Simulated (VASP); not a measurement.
# Al16P in VASP: further runs, part 2 of 2

VASP 6.6.1. The steps go on from the part before.

## (5) Single point, LDA

INCAR

```
SYSTEM = Al16P
ALGO = Normal ; EDIFF = 1E-6
ENCUT = 520 ; ISIF = 2
ISMEAR = -1 ; LASPH = .True.
LCHARG = .False. ; LREAL = Auto
LWAVE = .False. ; NBANDS = 40
NELM = 80 ; PREC = Accurate
SIGMA = 0.05
```

KPOINTS

```
k-points
0
Gamma
  2 3 1
  0 0 0
```

POSCAR

```
Al16P
1.0
    8.1000000000      0.0000000000      0.0000000000
    0.0000000000      5.7275650000      0.0000000000
    0.0000000000      0.0000000000     15.2956740000
Al P
16 1
Direct
    0.2500000000      0.2499999564      0.0653780278
    0.7500000000      0.2499999564      0.0653780278
    0.2500000000      0.7500000436      0.0653780278
    0.7500000000      0.7500000436      0.0653780278
   -0.0034569136     -0.0000439978      0.1441147347
    0.5035209877     -0.0000441723      0.1441218609
   -0.0070930864      0.4999386301      0.1436514664
    0.5072623457      0.4999382809      0.1436817364
    0.2502335802      0.2600031602      0.2384618684
    0.7501880247      0.2620101212      0.2427988463
    0.2502350617      0.7393412384      0.2384627183
    0.7501882716      0.7372984855      0.2427987155
    0.0239859259     -0.0003535534      0.3194898767
    0.4762346914     -0.0003477918      0.3194886999
    0.0124781481      0.4996481053      0.3243335992
    0.4879546914      0.4996503750      0.3243624962
    0.7502859259      0.9996148451      0.3687097411
```

Potentials or basis: VASP PAW LDA potentials, release 64 (Al, P).

Command:

```console
> cat potpaw_LDA.64/Al/POTCAR potpaw_LDA.64/P/POTCAR > POTCAR
> mpirun -np 1 vasp_std > vasp.out
```

OUTCAR:

```text
SYSTEM = Al16P
   EDIFF = 1E-6
   ENCUT = 520
   ISIF = 2
   ISMEAR = -1
   LASPH = .True.
   LREAL = Auto
   NELM = 80
   PREC = Accurate

 ion  position               nearest neighbor table
   1  0.250  0.250  0.065-   9 2.65   5 2.78   6 2.78   7 2.80   8 2.80   3 2.86   3 2.86
   2  0.750  0.250  0.065-   8 2.71   7 2.71  10 2.71   6 2.74   5 2.74   4 2.86   4 2.86
   3  0.250  0.750  0.065-  11 2.65   5 2.78   6 2.78   7 2.80   8 2.80   1 2.86   1 2.86
   4  0.750  0.750  0.065-   8 2.71   7 2.71  12 2.71   6 2.74   5 2.74   2 2.86   2 2.86
   5  0.997  1.000  0.144-  13 2.69   4 2.74   2 2.74   3 2.78   1 2.78   7 2.86   7 2.86  10 2.92
                            12 2.92   9 2.92  11 2.92
[... 395 lines left out ...]
  external PRESSURE =      -5.5931192 kB  Pullay stress =       0.0000000 kB

 VOLUME and BASIS-vectors are now :
 -----------------------------------------------------------------------------
  energy-cutoff  :      520.00
  volume of cell :      709.62
      direct lattice vectors                 reciprocal lattice vectors
     8.100000000  0.000000000  0.000000000     0.123456790  0.000000000  0.000000000
     0.000000000  5.727565000  0.000000000     0.000000000  0.174594265  0.000000000
     0.000000000  0.000000000 15.295674000     0.000000000  0.000000000  0.065377962

 POSITION                                       TOTAL-FORCE (eV/Angst)
 -----------------------------------------------------------------------------------
      2.02500      1.43189      1.00000         0.000844     -0.355689     -0.137740
      6.07500      1.43189      1.00000         0.002170      0.108725      0.136634
      2.02500      4.29567      1.00000         0.000852      0.354119     -0.137741
      6.07500      4.29567      1.00000         0.002163     -0.110833      0.136854
      8.07200      5.72731      2.20433        -0.004092      0.000319     -0.003138
      4.07852      5.72731      2.20444         0.005298      0.000312     -0.004196
[... 9 lines left out ...]
      3.95243      2.86178      4.96134         0.017969      0.000305     -0.005033
      6.07732      5.72536      5.63966        -0.016284     -0.001049      0.046679
 -----------------------------------------------------------------------------------
    total drift:                               -0.002479     -0.001791     -0.000821

  FREE ENERGIE OF THE ION-ELECTRON SYSTEM (eV)
  ---------------------------------------------------
  free  energy   TOTEN  =       -67.0435864434 eV

  energy  without entropy=      -66.9766753543  energy(sigma->0) =      -67.01013090
```

Run time: 2.7 min. Hardware: 1 thread of Intel Xeon 6975P-C (Granite Rapids), shared host; peak memory 0.52 GiB.

Results:

```
Free energy   : -67.0436 eV
Largest force : 0.381 eV/Å
```

Forces on the atoms (eV/Å):
```
Al   0.001 -0.356 -0.138
Al   0.002  0.109  0.137
Al   0.001  0.354 -0.138
Al   0.002 -0.111  0.137
Al  -0.004  0.000 -0.003
Al   0.005  0.000 -0.004
Al  -0.004  0.000  0.006
Al   0.005  0.000  0.007
Al  -0.004  0.000  0.004
Al  -0.002  0.002 -0.007
Al  -0.004  0.000  0.004
Al  -0.002 -0.001 -0.007
Al   0.020  0.001 -0.022
Al  -0.001  0.001 -0.012
Al  -0.017  0.001 -0.005
Al   0.018  0.000 -0.005
P   -0.016 -0.001  0.047
```

Caveat: the k points lie up to 0.39 Å⁻¹ apart.

## (6) Single point, LDA

INCAR

```
SYSTEM = Al16P
PREC = Accurate
ENCUT = 520
EDIFF = 1E-7
ISMEAR = -1
SIGMA = 0.05
LREAL = Auto
LASPH = .True.
NELM = 60
ALGO = Normal
ISIF = 2
LWAVE = .False.
LCHARG = .False.
NBANDS = 40
```

KPOINTS

```
regular mesh
0
Gamma
  2 3 1
  0 0 0
```

POSCAR

```
Al16P
1.0
    8.1000000000      0.0000000000      0.0000000000
    0.0000000000      5.7275650000      0.0000000000
    0.0000000000      0.0000000000     15.2956740000
Al P
16 1
Direct
    0.2500000000      0.2499999564      0.0653780278
    0.7500000000      0.2499999564      0.0653780278
    0.2500000000      0.7500000436      0.0653780278
    0.7500000000      0.7500000436      0.0653780278
    0.0008838272     -0.0032366285      0.1492323908
    0.4991283951     -0.0032977365      0.1491275899
    0.0006467901      0.5028997488      0.1490970584
    0.4993493827      0.5029205256      0.1489924537
    0.2500337037      0.2497976016      0.2517709909
    0.7498846914      0.2494066850      0.2304020732
    0.2499111111      0.7492012749      0.2468438462
    0.7500976543      0.7496780918      0.2335326969
   -0.0137770370     -0.0139226705      0.3267455883
    0.5137549383     -0.0143306973      0.3266381723
   -0.0142798765      0.5126070154      0.3267056424
    0.5142793827      0.5129195391      0.3266024760
    0.7490598765      1.2485314440      0.3839245005
```

Potentials or basis: VASP PAW LDA potentials, release 64 (Al, P).

Command:

```console
> cat potpaw_LDA.64/Al/POTCAR potpaw_LDA.64/P/POTCAR > POTCAR
> mpirun -np 1 vasp_std > vasp.out
```

OUTCAR:

```text
SYSTEM = Al16P
   PREC = Accurate
   ENCUT = 520
   EDIFF = 1E-7
   ISMEAR = -1
   LREAL = Auto
   LASPH = .True.
   NELM = 60
   ISIF = 2

 ion  position               nearest neighbor table
   1  0.250  0.250  0.065-   8 2.80   7 2.80   6 2.80   5 2.80   9 2.85   3 2.86   3 2.86
   2  0.750  0.250  0.065-  10 2.52   8 2.80   7 2.80   6 2.81   5 2.81   4 2.86   4 2.86
   3  0.250  0.750  0.065-  11 2.78   6 2.78   5 2.78   8 2.78   7 2.78   1 2.86   1 2.86
   4  0.750  0.750  0.065-  12 2.57   8 2.79   7 2.79   6 2.79   5 2.79   2 2.86   2 2.86
   5  0.001  0.997  0.149-  13 2.72   3 2.78  10 2.79   4 2.79  12 2.79   1 2.80   2 2.81   7 2.83
                            11 2.88   7 2.90   9 2.94
   6  0.499  0.997  0.149-  14 2.72   3 2.78  10 2.79   4 2.79  12 2.79   1 2.80   2 2.81   8 2.83
                            11 2.88   8 2.90   9 2.94
   7  0.001  0.503  0.149-  15 2.72   3 2.78   4 2.79  10 2.79  12 2.79   1 2.80   2 2.80   5 2.83
                            11 2.88   5 2.90   9 2.94
   8  0.499  0.503  0.149-  16 2.72   3 2.78   4 2.79  10 2.79  12 2.79   1 2.80   2 2.80   6 2.83
                            11 2.88   6 2.90   9 2.94
   9  0.250  0.250  0.252-   1 2.85  16 2.86  13 2.86  14 2.86  15 2.86  11 2.86  11 2.87   5 2.94
                             6 2.94   7 2.94   8 2.94
[... 223 lines left out ...]
      6      -5.6594      2.00000
[... 153 lines left out ...]
     37       2.9360      0.00000
     38       3.2551      0.00000
 [bands above 38 left out]

------------------------ aborting loop because EDIFF is reached ----------------------------------------

  FORCE on cell =-STRESS in cart. coord.  units (eV):
  Direction    XX          YY          ZZ          XY          YZ          ZX
  --------------------------------------------------------------------------------------
  -------------------------------------------------------------------------------------
  Total       -2.0019000    -14.4831167      0.1123879     -0.0010415      0.0335521     -0.0020521
  in kB       -4.5199049    -32.7000901      0.2537502     -0.0023516      0.0757542     -0.0046333
  external PRESSURE =     -12.3220816 kB  Pullay stress =       0.0000000 kB

 VOLUME and BASIS-vectors are now :
 -----------------------------------------------------------------------------
  energy-cutoff  :      520.00
  volume of cell :      709.62
      direct lattice vectors                 reciprocal lattice vectors
     8.100000000  0.000000000  0.000000000     0.123456790  0.000000000  0.000000000
     0.000000000  5.727565000  0.000000000     0.000000000  0.174594265  0.000000000
     0.000000000  0.000000000 15.295674000     0.000000000  0.000000000  0.065377962

 POSITION                                       TOTAL-FORCE (eV/Angst)
 -----------------------------------------------------------------------------------
      2.02500      1.43189      1.00000         0.001023     -0.002724      0.437255
      6.07500      1.43189      1.00000        -0.000058     -0.001525     -0.435837
      2.02500      4.29567      1.00000         0.000375      0.002073      0.238778
      6.07500      4.29567      1.00000        -0.000768     -0.000457     -0.270836
      0.00716      5.70903      2.28261         0.000933     -0.001221     -0.003258
      4.04294      5.70868      2.28101        -0.000980     -0.000401     -0.002253
[... 9 lines left out ...]
      4.16566      2.93778      4.99561         0.003388     -0.003016     -0.002566
      6.06738      1.42348      5.87238         0.003052      0.005195      0.014967
 -----------------------------------------------------------------------------------
    total drift:                                0.000265     -0.004311      0.000587

  FREE ENERGIE OF THE ION-ELECTRON SYSTEM (eV)
  ---------------------------------------------------
  free  energy   TOTEN  =       -67.5002988132 eV

  energy  without entropy=      -67.4517778380  energy(sigma->0) =      -67.47603833
```

stdout:

```text
POSCAR found type information on POSCAR AlP
 POSCAR found :  2 types and      17 ions
 scaLAPACK will be used
 LDA part: xc-table for (Slater(with rela. corr.)+CA(PZ))
 , standard interpolation
 POSCAR, INCAR and KPOINTS ok, starting setup
 FFT: planning ... GRIDC
 FFT: planning ... GRID_SOFT
 FFT: planning ... GRID
 WAVECAR not read
 entering main loop
```

Wall time 3 min (1 thread of Intel Xeon 6975P-C (Granite Rapids), shared host); peak memory 0.52 GiB.

What came out:

| Property | Result |
| --- | --- |
| Free energy | -67.5003 eV |
| Largest force | 0.437 eV/Å |

Forces in eV/Å, atoms in the order of the input:
```
Al   0.001 -0.003  0.437
Al   0.000 -0.002 -0.436
Al   0.000  0.002  0.239
Al  -0.001  0.000 -0.271
Al   0.001 -0.001 -0.003
Al  -0.001  0.000 -0.002
Al   0.003  0.000  0.001
Al  -0.003  0.000  0.002
Al   0.000 -0.004  0.007
Al   0.000  0.001  0.008
Al   0.001  0.002  0.004
Al   0.000 -0.004  0.010
Al  -0.011  0.003 -0.003
Al   0.009  0.006 -0.003
Al  -0.006 -0.003 -0.001
Al   0.003 -0.003 -0.003
P    0.003  0.005  0.015
```

Levels at points of the mesh, in eV from the Fermi level:
```csv
k point,band 25,band 26,band 27,band 28,band 29,band 30
"(0.00, 0.00, 0.00)",-0.76,-0.50,-0.16,0.16,0.91,1.01
"(0.50, 0.00, 0.00)",-0.71,-0.57,-0.06,0.31,0.32,0.64
```

Caveat: the k points lie up to 0.39 Å⁻¹ apart.

## (7) Single point, LDA

INCAR

```
SYSTEM = Al16P
PREC = Accurate
ENCUT = 520
EDIFF = 1E-6
ISMEAR = -1
SIGMA = 0.05
LREAL = Auto
LASPH = .TRUE.
NELM = 100
ALGO = Normal
ISIF = 2
LWAVE = .FALSE.
LCHARG = .FALSE.
GGA = CA
NBANDS = 40
```

KPOINTS

```
regular mesh
0
G
  2 3 1
  0 0 0
```

POSCAR

```
Al16P
1.0
    8.1000000000      0.0000000000      0.0000000000
    0.0000000000      5.7275650000      0.0000000000
    0.0000000000      0.0000000000     15.2956740000
Al P
16 1
Direct
    0.2500000000      0.2499999564      0.0653780278
    0.7500000000      0.2499999564      0.0653780278
    0.2500000000      0.7500000436      0.0653780278
    0.7500000000      0.7500000436      0.0653780278
   -0.0037590123      0.0001765148      0.1431081102
    0.5037474074      0.0001777370      0.1430771210
   -0.0072538272      0.5000770834      0.1434849488
    0.5072676543      0.5000781309      0.1434857333
    0.2500367901      0.2598013292      0.2387273029
    0.7500379012      0.2616354419      0.2425599552
    0.2500351852      0.7400932159      0.2387480931
    0.7500382716      0.7371867452      0.2424188695
    0.0217485185      0.0000158881      0.3179653280
    0.4783106173      0.0000076821      0.3179375423
    0.0110132099      0.4998956799      0.3236119572
    0.4890465432      0.4998907913      0.3236161414
    0.7499472840      0.9993285105      0.3700241650
```

Potentials or basis: VASP PAW LDA potentials, release 64 (Al, P).

Command:

```console
> cat potpaw_LDA.64/Al/POTCAR potpaw_LDA.64/P/POTCAR > POTCAR
> mpirun -np 1 vasp_std > vasp.out
```

OUTCAR:

```text
SYSTEM = Al16P
   PREC = Accurate
   ENCUT = 520
   EDIFF = 1E-6
   ISMEAR = -1
   LREAL = Auto
   LASPH = .TRUE.
   NELM = 100
   ISIF = 2
   GGA = CA

 ion  position               nearest neighbor table
   1  0.250  0.250  0.065-   9 2.65   6 2.77   5 2.77   7 2.80   8 2.80   3 2.86   3 2.86
   2  0.750  0.250  0.065-   8 2.71   7 2.71  10 2.71   6 2.73   5 2.73   4 2.86   4 2.86
   3  0.250  0.750  0.065-  11 2.65   6 2.77   5 2.77   7 2.80   8 2.80   1 2.86   1 2.86
   4  0.750  0.750  0.065-  12 2.71   8 2.71   7 2.71   6 2.73   5 2.73   2 2.86   2 2.86
   5  0.996  0.000  0.143-  13 2.68   2 2.73   4 2.73   1 2.77   3 2.77   7 2.86   7 2.86  10 2.92
                            12 2.92   9 2.93  11 2.93
   6  0.504  0.000  0.143-  14 2.68   2 2.73   4 2.73   1 2.77   3 2.77   8 2.86   8 2.86  10 2.92
                            12 2.93   9 2.93  11 2.93
   7  0.993  0.500  0.143-   4 2.71   2 2.71  15 2.76   3 2.80   1 2.80  12 2.83  10 2.83   5 2.86
                             5 2.86  11 2.89   9 2.89
   8  0.507  0.500  0.143-   4 2.71   2 2.71  16 2.76   3 2.80   1 2.80  12 2.83  10 2.83   6 2.86
                             6 2.86  11 2.89   9 2.89
   9  0.250  0.260  0.239-   1 2.65  14 2.66  13 2.66  16 2.71  15 2.71  11 2.75   8 2.89   7 2.89
[... 218 lines left out ...]
      2      -9.5019      2.00000
      3      -7.8305      2.00000
      4      -7.7601      2.00000
      5      -6.8372      2.00000
      6      -5.6481      2.00000
[... 153 lines left out ...]
     37       3.0500      0.00000
     38       3.2901      0.00000
 [bands above 38 left out]

------------------------ aborting loop because EDIFF is reached ----------------------------------------

  FORCE on cell =-STRESS in cart. coord.  units (eV):
  Direction    XX          YY          ZZ          XY          YZ          ZX
  --------------------------------------------------------------------------------------
  -------------------------------------------------------------------------------------
  Total        2.3465640     -9.4589652      0.1031461     -0.0000764     -0.0161943      0.0040139
  in kB        5.2980898    -21.3565230      0.2328840     -0.0001726     -0.0365636      0.0090627
  external PRESSURE =      -5.2751831 kB  Pullay stress =       0.0000000 kB

 VOLUME and BASIS-vectors are now :
 -----------------------------------------------------------------------------
  energy-cutoff  :      520.00
  volume of cell :      709.62
      direct lattice vectors                 reciprocal lattice vectors
     8.100000000  0.000000000  0.000000000     0.123456790  0.000000000  0.000000000
     0.000000000  5.727565000  0.000000000     0.000000000  0.174594265  0.000000000
     0.000000000  0.000000000 15.295674000     0.000000000  0.000000000  0.065377962

 POSITION                                       TOTAL-FORCE (eV/Angst)
 -----------------------------------------------------------------------------------
      2.02500      1.43189      1.00000        -0.000258     -0.355571     -0.124144
      6.07500      1.43189      1.00000         0.000175      0.130691      0.099321
      2.02500      4.29567      1.00000        -0.000257      0.354982     -0.123206
      6.07500      4.29567      1.00000         0.000181     -0.128938      0.094403
      8.06955      0.00101      2.18894         0.006731     -0.000524      0.011138
      4.08035      0.00102      2.18846        -0.006037     -0.000343      0.012011
[... 9 lines left out ...]
      3.96128      2.86316      4.94993         0.002102     -0.000347      0.013627
      6.07457      5.72372      5.65977         0.005429     -0.009507     -0.046438
 -----------------------------------------------------------------------------------
    total drift:                               -0.000306      0.000812      0.008951

  FREE ENERGIE OF THE ION-ELECTRON SYSTEM (eV)
  ---------------------------------------------------
  free  energy   TOTEN  =       -67.0431128635 eV

  energy  without entropy=      -66.9756170502  energy(sigma->0) =      -67.00936496
```

Wall time 2.3 min (1 thread of Intel Xeon 6975P-C (Granite Rapids), shared host); peak memory 0.52 GiB.

What came out:

```yaml
Free_energy: -67.0431 eV
Largest_force: 0.377 eV/Å
```

Forces in eV/Å, atoms in the order of the input:
```
Al   0.000 -0.356 -0.124
Al   0.000  0.131  0.099
Al   0.000  0.355 -0.123
Al   0.000 -0.129  0.094
Al   0.007 -0.001  0.011
Al  -0.006  0.000  0.012
Al   0.005 -0.001 -0.010
Al  -0.004 -0.001 -0.009
Al   0.000  0.007 -0.007
Al  -0.001 -0.023  0.027
Al  -0.001 -0.007 -0.006
Al  -0.001  0.036  0.040
Al   0.019 -0.001  0.008
Al  -0.024  0.000  0.007
Al  -0.001 -0.001  0.014
Al   0.002  0.000  0.014
P    0.005 -0.010 -0.046
```

Caveat: the k points lie up to 0.39 Å⁻¹ apart.
